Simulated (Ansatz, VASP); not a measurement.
SiCl in VASP and in Ansatz

```
Si Cl
1.0
     0.00000    2.87292    2.87292
     2.87292    0.00000    2.87292
     2.87292    2.87292    0.00000
Si Cl
1 1
Direct
  0.50000 0.50000 0.50000
  0.00000 0.00000 0.00000
```

Change from the starting cell: species swapped into the CsH type (Fm-3m, No. 225).

Alike in both runs: task relaxation of cell and atoms; functional PBE; k mesh 16 × 16 × 16; occupations gaussian, width 0.1 eV; no spin polarisation.

```csv
,VASP,Ansatz
version,VASP 6.6.1,Ansatz 0.2.0
potentials or method,"VASP PAW PBE potentials, release 64 (Si, Cl), cutoff 600 eV","scalar-relativistic, plane waves, PAW"
valence electrons in the cell,11,11
```

Ansatz gave:

```
gap on the k mesh at the Fermi level, each at its own relaxed structure (eV) : none
relaxed volume (Å³/atom)                                                     : 23.42
relaxed cell length with the largest relative difference (Å)                 : 4.046
```

Q: Which values does VASP return?

A: gap on the k mesh at the Fermi level, each at its own relaxed structure (eV): none; relaxed volume (Å³/atom): 23.43; relaxed cell length with the largest relative difference (Å): 4.047.

A gap of «none» marks a metal or a gap that the smearing closes.
